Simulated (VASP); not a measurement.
# CdF2 (Fm-3m) in VASP: notebook

CdF2 is run at these levels: r2SCAN; tasks: single point.

Program: VASP 6.6.1. These are calculated values, not measurements. Logs are shortened: lines on timing, memory, paths and dates and some standing lists are left out, and cuts for length are marked.

## Step 1: The cell of the first run

Symmetry: Fm-3m, No. 225, cubic system. The conventional cell has a = 5.358 Å, b = 5.358 Å, c = 5.358 Å, α = 90.00°, β = 90.00°, γ = 90.00°. Within 3.1 Å of Cd (site symmetry m-3m) lie 8 F at 2.32 Å. Within 3.1 Å of F (site symmetry -43m) lie 4 Cd at 2.32 Å and 6 F at 2.68 Å.

## Step 2: Single point, r2SCAN

File POSCAR:

```
CdF2
1.0
    2.6788911857      2.6788911857      0.0000000000
   -2.6788911857      2.6788911857      0.0000000000
    0.0000000000      2.6788911857      2.6788911857
Cd F
1 2
Direct
    0.0000000000      0.0000000000      0.0000000000
    0.2500000000      0.7500000000      0.5000000000
    0.7500000000      0.2500000000      0.5000000000
```

File INCAR.step1:

```
SYSTEM = CdF2
PREC = Accurate
ENCUT = 520
ISMEAR = 0
SIGMA = 0.01
LREAL = .False.
LASPH = .True.
NELM = 80
NBANDS = 20
GGA = PE
ALGO = Normal
EDIFF = 1E-4
LWAVE = .True.
LCHARG = .False.
```

File INCAR.step2:

```
SYSTEM = CdF2
PREC = Accurate
ENCUT = 520
EDIFF = 1E-6
ISMEAR = 0
SIGMA = 0.01
LREAL = .False.
LASPH = .True.
NELM = 80
ALGO = Normal
ISIF = 2
LWAVE = .False.
LCHARG = .False.
METAGGA = R2SCAN
LMIXTAU = .True.
NBANDS = 20
ISTART = 1
```

File KPOINTS:

```
Automatic mesh
0
Gamma
  8 8 8
  0 0 0
```

Potentials or basis: VASP PAW PBE potentials, release 64 (Cd, F).

On the command line:

```console
$ cat potpaw_PBE.64/Cd/POTCAR potpaw_PBE.64/F/POTCAR > POTCAR
$ cp INCAR.step1 INCAR
$ mpirun -np 1 vasp_std > vasp.out
$ cp INCAR.step2 INCAR
$ mpirun -np 1 vasp_std > vasp.out
```

OUTCAR:

```text
SYSTEM = CdF2
   PREC = Accurate
   ENCUT = 520
   EDIFF = 1E-6
   ISMEAR = 0
   LREAL = .False.
   LASPH = .True.
   NELM = 80
   ISIF = 2
   METAGGA = R2SCAN
   ISTART = 1

 ion  position               nearest neighbor table
   1  0.000  0.000  0.000-   3 2.32   2 2.32   2 2.32   3 2.32   2 2.32   3 2.32   3 2.32   2 2.32

   2  0.250  0.750  0.500-   1 2.32   1 2.32   1 2.32   1 2.32
   3  0.750  0.250  0.500-   1 2.32   1 2.32   1 2.32   1 2.32

  LATTYP: Found a face centered cubic cell.
 ALAT       =     5.3577823714

  Lattice vectors:

 A1 = (   0.0000000000,   2.6788911857,   2.6788911857)
 A2 = (   2.6788911857,   0.0000000000,   2.6788911857)
 A3 = (   2.6788911857,   2.6788911857,   0.0000000000)

Analysis of symmetry for initial positions (statically):
=====================================================================
 Subroutine PRICEL returns:
 Original cell was already a primitive cell.

 Routine SETGRP: Setting up the symmetry group for a
 face centered cubic supercell.

 Subroutine GETGRP returns: Found 48 space group operations
 (whereof 48 operations were pure point group operations)
 out of a pool of 48 trial point group operations.

The static configuration has the point symmetry O_h .

Analysis of symmetry for dynamics (positions and initial velocities):
=====================================================================
 Subroutine PRICEL returns:
 Original cell was already a primitive cell.

 Routine SETGRP: Setting up the symmetry group for a
 face centered cubic supercell.

 Subroutine GETGRP returns: Found 48 space group operations
 (whereof 48 operations were pure point group operations)
 out of a pool of 48 trial point group operations.

The dynamic configuration has the point symmetry O_h .

 Subroutine INISYM returns: Found 48 space group operations
 (whereof 48 operations are pure point group operations),
 and found     1 'primitive' translations

----------------------------------------------------------------------------------------

                                     Primitive cell

  volume of cell :      38.4499

  direct lattice vectors                    reciprocal lattice vectors
     2.678891186  2.678891186  0.000000000     0.186644386  0.186644386 -0.186644386
[... 82 lines left out ...]
   ISPIN  =      1    spin polarized calculation?
   LNONCOLLINEAR =      F non collinear calculations
   LSORBIT =      F    spin-orbit coupling
   LASPH  =      T    aspherical Exc in radial PAW
   ENCUT  =  520.0 eV  38.22 Ry    6.18 a.u.   7.04  7.04  7.04*2*pi/ulx,y,z
   NELM   =     80;   NELMIN=  2; NELMDL=  0     # of ELM steps
   EDIFF  = 0.1E-05   stopping-criterion for ELM
   LREAL  =      F    real-space projection
   EDIFFG = 0.1E-04   stopping-criterion for IOM
   NSW    =      0    number of steps for IOM
   IBRION =     -1    ionic relax: 0-MD 1-quasi-New 2-CG
   NFREE  =      0    steps in history (QN), initial steepest desc. (CG)
   ISIF   =      2    stress and relaxation
   ISYM   =      2    0-nonsym 1-usesym 2-fastsym
   POTIM  = 0.5000    time-step for ionic-motion
   TEBEG  =    0.0;   TEEND  =   0.0 temperature during run
   PSTRESS=    0.0 pullay stress
   NELECT =      26.0000    total number of electrons
   NUPDOWN=      -1.0000    fix difference up-down
   EMIN   =  10.00;   EMAX   =-10.00  energy-range for DOS
   EFERMI =   0.00;   METHOD = LEGACY
   ISMEAR =     0;   SIGMA  =   0.01  broadening in eV -4-tet -1-fermi 0-gaus
   EFERMI_NEDOS =   21; number of points for ismear=-14 and -15
   IALGO  =     38    algorithm
   IMIX   =      4    mixing-type and parameters
     AMIX     =   0.40;   BMIX     =  1.00
     AMIX_MAG =   1.60;   BMIX_MAG =  1.00
  volume/ion in A,a.u.               =      12.82        86.49
  Fermi-wavevector in a.u.,A,eV,Ry     =   1.436925  2.715395 28.092690  2.064754
  Thomas-Fermi vector in A             =   2.556060
   LORBIT       =      0    0 simple, 1 ext, 2 COOP (PROOUT), +10 PAW based schemes
   METAGGA = R2SCAN    functional components
   LHFCALC =     F    Hartree Fock is set to
   AEXX    =    0.0000 exact exchange contribution
   IVDW    =     0    specifies the selected vdW correction
   LEPSILON=     F    determine dielectric tensor
   LRPA    =     F    only Hartree local field effects (RPA)
 non-spin polarized calculation
 Gauss-broadening in eV      SIGMA  =   0.01
  energy-cutoff  :      520.00
  volume of cell :       38.45
 maximum number of plane-waves:      1056
   NGX = 15   NGY = 15   NGZ = 15

 number of electron      26.0000002 magnetization

 Free energy of the ion-electron system (eV)
  ---------------------------------------------------
  ext. energy  EPLUGINS =         0.00000000
  ---------------------------------------------------
  free energy    TOTEN  =       -33.70951886 eV

  energy without entropy =      -33.70951886  energy(sigma->0) =      -33.70951886

 E-fermi :  -1.5878     XC(G=0): -11.1470

 val. band max:       -1.7395358449   @ k =   0.5000   0.5000   0.2500
 cond. band min:       2.0724977461   @ k =   0.0000   0.0000   0.0000
 fundamental gap:      3.8120335910
 Fermi energy:        -1.5878171674

 k-point     1 :       0.0000    0.0000    0.0000
  band No.  band energies     occupation
      1     -23.7753      2.00000
      2     -22.6632      2.00000
      3      -7.4246      2.00000
      4      -7.4246      2.00000
      5      -7.4246      2.00000
      6      -6.1069      2.00000
[... 541 lines left out ...]
     19      17.8922      0.00000
     20      21.8545      0.00000

 [... further k-points ...]

------------------------ aborting loop because EDIFF is reached ----------------------------------------

  FORCE on cell =-STRESS in cart. coord.  units (eV):
  Direction    XX          YY          ZZ          XY          YZ          ZX
  --------------------------------------------------------------------------------------
  -------------------------------------------------------------------------------------
  Total        0.7466905      0.7466905      0.7466905      0.0000000     -0.0000000      0.0000000
  in kB       31.1140124     31.1140124     31.1140124      0.0000000     -0.0000000      0.0000000
  external PRESSURE =      31.1140124 kB  Pullay stress =       0.0000000 kB

 VOLUME and BASIS-vectors are now :
 -----------------------------------------------------------------------------
  energy-cutoff  :      520.00
  volume of cell :       38.45
      direct lattice vectors                 reciprocal lattice vectors
     2.678891186  2.678891186  0.000000000     0.186644386  0.186644386 -0.186644386
    -2.678891186  2.678891186  0.000000000    -0.186644386  0.186644386 -0.186644386
     0.000000000  2.678891186  2.678891186     0.000000000  0.000000000  0.373288772

 POSITION                                       TOTAL-FORCE (eV/Angst)
 -----------------------------------------------------------------------------------
      0.00000      0.00000      0.00000         0.000000     -0.000000      0.000000
     -1.33945      4.01834      1.33945         0.000000      0.000000     -0.000000
      1.33945      4.01834      1.33945        -0.000000     -0.000000      0.000000
 -----------------------------------------------------------------------------------
    total drift:                                0.000000      0.000000     -0.000000

  FREE ENERGIE OF THE ION-ELECTRON SYSTEM (eV)
  ---------------------------------------------------
  free  energy   TOTEN  =       -33.7095188614 eV

  energy  without entropy=      -33.7095188614  energy(sigma->0) =      -33.70951886
```

OUTCAR.step1:

```text
SYSTEM = CdF2
   PREC = Accurate
   ENCUT = 520
   ISMEAR = 0
   LREAL = .False.
   LASPH = .True.
   NELM = 80
[... 776 lines left out ...]
      0.00000      0.00000      0.00000         0.000000      0.000000      0.000000
     -1.33945      4.01834      1.33945         0.000000      0.000000     -0.000000
      1.33945      4.01834      1.33945        -0.000000     -0.000000      0.000000
 -----------------------------------------------------------------------------------
    total drift:                                0.000000      0.000000     -0.000000

  FREE ENERGIE OF THE ION-ELECTRON SYSTEM (eV)
  ---------------------------------------------------
  free  energy   TOTEN  =       -10.8282704621 eV

  energy  without entropy=      -10.8282704621  energy(sigma->0) =      -10.82827046
```

Run time: 1.7 min. Hardware: 1 thread of Intel Xeon 8259CL, shared host; peak memory 0.17 GiB.

What came out:

* Free energy: -33.7095 eV
* Pressure: 3.1 GPa
* Band gap on the k mesh: 3.81 eV (least direct gap 4.29 eV)

Levels at points of the mesh, in eV from the valence-band top:
```
           k point  band 9  band 10  band 11  band 12  band 13  band 14  band 15  band 16  band 17  band 18
(0.00, 0.00, 0.00)   -1.03    -1.03    -0.48    -0.48    -0.48     3.81    13.69    13.69    13.69    18.08
(0.50, 0.00, 0.00)   -2.36    -1.92    -1.92    -0.39    -0.39     8.12     9.75    15.75    15.75    19.09
(0.50, 0.50, 0.00)   -3.06    -3.06    -0.55    -0.09    -0.09     9.02    10.64    12.22    15.46    15.46
```

Caveat: the cell stands under pressure; the PAW data sets were made with another functional, which shifts forces and pressure a little. r2SCAN opens gaps a little over a GGA but as a rule still falls short of measured ones.

## Step 3: Single point, r2SCAN

This run uses another cell than the first one, of 13.28 Å³/atom.

File POSCAR:

```
CdF2
1.0
    2.7109533989      2.7109533989      0.0000000000
   -2.7109533989      2.7109533989      0.0000000000
    0.0000000000      2.7109533989      2.7109533989
Cd F
1 2
Direct
    0.0000000000      0.0000000000      0.0000000000
    0.2500000000      0.7500000000      0.5000000000
    0.7500000000      0.2500000000      0.5000000000
```

File INCAR.step1:

```
SYSTEM = CdF2
PREC = Accurate
ENCUT = 520
ISMEAR = 0
SIGMA = 0.01
LREAL = .FALSE.
LASPH = .TRUE.
NELM = 100
NBANDS = 20
GGA = PE
ALGO = Normal
EDIFF = 1E-4
LWAVE = .TRUE.
LCHARG = .FALSE.
```

File INCAR.step2:

```
SYSTEM = CdF2
PREC = Accurate
ENCUT = 520
EDIFF = 1E-6
ISMEAR = 0
SIGMA = 0.01
LREAL = .FALSE.
LASPH = .TRUE.
NELM = 100
ALGO = Normal
ISIF = 2
LWAVE = .FALSE.
LCHARG = .FALSE.
METAGGA = R2SCAN
LMIXTAU = .TRUE.
NBANDS = 20
ISTART = 1
```

File KPOINTS:

```
regular mesh
0
G
  8 8 8
  0 0 0
```

Potentials or basis: VASP PAW PBE potentials, release 64 (Cd, F).

On the command line:

```console
$ cat potpaw_PBE.64/Cd/POTCAR potpaw_PBE.64/F/POTCAR > POTCAR
$ cp INCAR.step1 INCAR
$ mpirun -np 1 vasp_std > vasp.out
$ cp INCAR.step2 INCAR
$ mpirun -np 1 vasp_std > vasp.out
```

OUTCAR:

```text
SYSTEM = CdF2
   PREC = Accurate
   ENCUT = 520
   EDIFF = 1E-6
   ISMEAR = 0
   LREAL = .FALSE.
   LASPH = .TRUE.
   NELM = 100
   ISIF = 2
   METAGGA = R2SCAN
   ISTART = 1

 ion  position               nearest neighbor table
   1  0.000  0.000  0.000-   3 2.35   2 2.35   2 2.35   3 2.35   2 2.35   3 2.35   3 2.35   2 2.35

   2  0.250  0.750  0.500-   1 2.35   1 2.35   1 2.35   1 2.35
   3  0.750  0.250  0.500-   1 2.35   1 2.35   1 2.35   1 2.35

  LATTYP: Found a face centered cubic cell.
 ALAT       =     5.4219067978

  Lattice vectors:

 A1 = (   0.0000000000,   2.7109533989,   2.7109533989)
 A2 = (   2.7109533989,   0.0000000000,   2.7109533989)
 A3 = (   2.7109533989,   2.7109533989,   0.0000000000)

Analysis of symmetry for initial positions (statically):
=====================================================================
 Subroutine PRICEL returns:
 Original cell was already a primitive cell.

 Routine SETGRP: Setting up the symmetry group for a
 face centered cubic supercell.

 Subroutine GETGRP returns: Found 48 space group operations
 (whereof 48 operations were pure point group operations)
 out of a pool of 48 trial point group operations.

The static configuration has the point symmetry O_h .

Analysis of symmetry for dynamics (positions and initial velocities):
=====================================================================
 Subroutine PRICEL returns:
 Original cell was already a primitive cell.

 Routine SETGRP: Setting up the symmetry group for a
 face centered cubic supercell.

 Subroutine GETGRP returns: Found 48 space group operations
 (whereof 48 operations were pure point group operations)
 out of a pool of 48 trial point group operations.

The dynamic configuration has the point symmetry O_h .

[... 114 lines left out ...]
   EFERMI =   0.00;   METHOD = LEGACY
   ISMEAR =     0;   SIGMA  =   0.01  broadening in eV -4-tet -1-fermi 0-gaus
   EFERMI_NEDOS =   21; number of points for ismear=-14 and -15
   IALGO  =     38    algorithm
   IMIX   =      4    mixing-type and parameters
     AMIX     =   0.40;   BMIX     =  1.00
     AMIX_MAG =   1.60;   BMIX_MAG =  1.00
  volume/ion in A,a.u.               =      13.28        89.63
  Fermi-wavevector in a.u.,A,eV,Ry     =   1.419931  2.683280 27.432120  2.016204
  Thomas-Fermi vector in A             =   2.540900
   LORBIT       =      0    0 simple, 1 ext, 2 COOP (PROOUT), +10 PAW based schemes
   METAGGA = R2SCAN    functional components
   LHFCALC =     F    Hartree Fock is set to
   AEXX    =    0.0000 exact exchange contribution
   IVDW    =     0    specifies the selected vdW correction
   LEPSILON=     F    determine dielectric tensor
   LRPA    =     F    only Hartree local field effects (RPA)
 non-spin polarized calculation
 Gauss-broadening in eV      SIGMA  =   0.01
  energy-cutoff  :      520.00
  volume of cell :       39.85
 maximum number of plane-waves:      1090
 NGX is ok and might be reduce to    30
   NGX = 15   NGY = 15   NGZ = 15

 number of electron      25.9999980 magnetization

 Free energy of the ion-electron system (eV)
  ---------------------------------------------------
  ext. energy  EPLUGINS =         0.00000000
  ---------------------------------------------------
  free energy    TOTEN  =       -33.72027536 eV

  energy without entropy =      -33.72027536  energy(sigma->0) =      -33.72027536

 E-fermi :  -1.9434     XC(G=0): -10.9393

 val. band max:       -2.0067772035   @ k =   0.5000   0.5000   0.2500
 cond. band min:       1.6753376470   @ k =   0.0000   0.0000   0.0000
 fundamental gap:      3.6821148505
 Fermi energy:        -1.9433531930

 k-point     1 :       0.0000    0.0000    0.0000
  band No.  band energies     occupation
      1     -23.8422      2.00000
      2     -22.8259      2.00000
      3      -7.5807      2.00000
      4      -7.5806      2.00000
      5      -7.5806      2.00000
      6      -6.4269      2.00000
[... 541 lines left out ...]
     19      17.3524      0.00000
     20      21.1940      0.00000

 [... further k-points ...]

------------------------ aborting loop because EDIFF is reached ----------------------------------------

  FORCE on cell =-STRESS in cart. coord.  units (eV):
  Direction    XX          YY          ZZ          XY          YZ          ZX
  --------------------------------------------------------------------------------------
  -------------------------------------------------------------------------------------
  Total       -0.2791535     -0.2791535     -0.2791535      0.0000000     -0.0000000      0.0000000
  in kB      -11.2242554    -11.2242554    -11.2242554      0.0000000     -0.0000000      0.0000000
  external PRESSURE =     -11.2242554 kB  Pullay stress =       0.0000000 kB

 VOLUME and BASIS-vectors are now :
 -----------------------------------------------------------------------------
  energy-cutoff  :      520.00
  volume of cell :       39.85
      direct lattice vectors                 reciprocal lattice vectors
     2.710953399  2.710953399  0.000000000     0.184436959  0.184436959 -0.184436959
    -2.710953399  2.710953399  0.000000000    -0.184436959  0.184436959 -0.184436959
     0.000000000  2.710953399  2.710953399     0.000000000  0.000000000  0.368873917

 POSITION                                       TOTAL-FORCE (eV/Angst)
 -----------------------------------------------------------------------------------
      0.00000      0.00000      0.00000         0.000000      0.000000      0.000000
     -1.35548      4.06643      1.35548         0.000000     -0.000000      0.000000
      1.35548      4.06643      1.35548        -0.000000      0.000000      0.000000
 -----------------------------------------------------------------------------------
    total drift:                               -0.000000      0.000000     -0.000000

  FREE ENERGIE OF THE ION-ELECTRON SYSTEM (eV)
  ---------------------------------------------------
  free  energy   TOTEN  =       -33.7202753564 eV

  energy  without entropy=      -33.7202753564  energy(sigma->0) =      -33.72027536
```

OUTCAR.step1:

```text
SYSTEM = CdF2
   PREC = Accurate
   ENCUT = 520
   ISMEAR = 0
   LREAL = .FALSE.
   LASPH = .TRUE.
   NELM = 100
[... 777 lines left out ...]
      0.00000      0.00000      0.00000        -0.000000     -0.000000      0.000000
     -1.35548      4.06643      1.35548        -0.000000     -0.000000      0.000000
      1.35548      4.06643      1.35548         0.000000      0.000000     -0.000000
 -----------------------------------------------------------------------------------
    total drift:                               -0.000000      0.000000     -0.000000

  FREE ENERGIE OF THE ION-ELECTRON SYSTEM (eV)
  ---------------------------------------------------
  free  energy   TOTEN  =       -10.8843610822 eV

  energy  without entropy=      -10.8843610822  energy(sigma->0) =      -10.88436108
```

Run time: 2.7 min. Hardware: 1 thread of Intel Xeon 8259CL, shared host; peak memory 0.18 GiB.

What came out:

```
Free energy            : -33.7203 eV
Pressure               : -1.1 GPa
Band gap on the k mesh : 3.68 eV (least direct gap 4.21 eV)
```

Levels at points of the mesh, in eV from the valence-band top:
```csv
k point,band 9,band 10,band 11,band 12,band 13,band 14,band 15,band 16,band 17,band 18
"(0.00, 0.00, 0.00)",-0.94,-0.94,-0.53,-0.53,-0.53,3.68,13.51,13.51,13.51,17.74
"(0.50, 0.00, 0.00)",-2.20,-1.78,-1.78,-0.41,-0.41,7.84,9.63,15.42,15.42,18.82
"(0.50, 0.50, 0.00)",-2.87,-2.87,-0.48,-0.09,-0.09,8.71,10.43,12.14,15.13,15.13
```

Caveat: the PAW data sets were made with another functional, which shifts forces and pressure a little.
